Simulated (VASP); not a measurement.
Crystal: Sb.

```xyz
2
Lattice="2.1706 1.2532 3.8711 -2.1706 1.2532 3.8711 0.0000 -2.5064 3.8711" Properties=species:S:1:pos:R:3 pbc="T T T"
Sb    0.0000    0.0000    2.6862
Sb    0.0000    0.0000    8.9271
```

Base run:

| Property | Result |
| --- | --- |
| Program | VASP 6.6.1 |
| Functional | r2SCAN |
| Potentials or basis | VASP PAW PBE potentials, release 64 (Sb) |
| Cutoff | 520 eV |
| k mesh | 9 × 9 × 9 |
| Occupations | gaussian, width 0.01 eV |
| Spin | no spin polarisation |

Its results: pressure 0.1 GPa; largest force 0.048 eV/Å.

Problem. The run is repeated on the same cell with these changes: occupations from gaussian, width 0.01 eV to fermi-dirac, width 0.6 eV. What comes out?

Solution. Pressure 1.1 GPa; largest force 0.418 eV/Å.

Caveats: the PAW data sets were made with another functional, which shifts forces and pressure a little.
